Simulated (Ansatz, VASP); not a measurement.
# SrO: VASP beside Ansatz

Contents of POSCAR:

```
SrO
1.0
    0.0000000000      2.6756067366      2.6756067366
    2.6756067366      0.0000000000      2.6756067366
    2.6756067366      2.6756067366      0.0000000000
Sr O
1 1
Direct
    0.5000000000      0.5000000000      0.5000000000
    0.0000000000      0.0000000000      0.0000000000
```

File INCAR.step1:

```
SYSTEM = SrO
ALGO = Normal
EDIFF = 1E-5
ENCUT = 520
GGA = PE
ISIF = 2
ISMEAR = 0
LASPH = .TRUE.
LREAL = .FALSE.
LWAVE = .TRUE.
NBANDS = 15
NELM = 100
PREC = Accurate
SIGMA = 0.01
```

File INCAR.step2:

```
SYSTEM = SrO
ALGO = Normal
EDIFF = 1E-6
ENCUT = 520
GGA = PE
HFSCREEN = 0.2079
ISIF = 2
ISMEAR = 0
ISTART = 1
LASPH = .TRUE.
LCHARG = .TRUE.
LELF = .TRUE.
LHFCALC = .TRUE.
LREAL = .FALSE.
LVHAR = .TRUE.
LWAVE = .FALSE.
NBANDS = 15
NELM = 100
PREC = Accurate
PRECFOCK = Normal
SIGMA = 0.01
```

KPOINTS

```
k-points
0
G
  6 6 6
  0 0 0
```

Input for Ansatz:

```yaml
crystal:
  lattice:
    - [0.0, 2.6756067366, 2.6756067366]
    - [2.6756067366, 0.0, 2.6756067366]
    - [2.6756067366, 2.6756067366, 0.0]
  atoms:
    - { symbol: Sr, position: [0.5, 0.5, 0.5] }
    - { symbol: O, position: [0.0, 0.0, 0.0] }
kpoints:
  mp_grid: { grid: [6, 6, 6] }
  band_path:
    path:
      - [0.0, 0.0, 0.0]
      - [0.5, 0.0, 0.5]
      - [0.625, 0.25, 0.625]
      - [0.375, 0.375, 0.75]
      - [0.5, 0.5, 0.5]
      - [0.5, 0.25, 0.75]
    npoints: 1
hamiltonian:
  xc: hse06
scf:
  occupations: { method: fixed }
  n_extra_bands: 4
output:
  forces: true
  stress: true
  eigenvalues: true
```

Change from the starting cell: hydrostatic strain +3.7%.

Alike in both runs: task single point; functional HSE06; k mesh 6 × 6 × 6; no spin polarisation.

```csv
,VASP,Ansatz
version,VASP 6.6.1,Ansatz 0.2.0
potentials or method,"VASP PAW PBE potentials, release 64 (Sr_sv, O)","plane waves, PAW"
plane-wave cutoff (eV),520,420
occupations,"gaussian, width 0.01 eV",fixed
valence electrons in the cell,16,16
```

|  | VASP | Ansatz | Ansatz less VASP |
| --- | --- | --- | --- |
| gap on the k mesh at the Fermi level (eV) | 4.59 | 4.61 | +0.017 |
| pressure (GPa) | -7.8 | -8.1 | -0.32 |

Ansatz's warnings: stress exchange threshold loose, stress scf threshold loose.
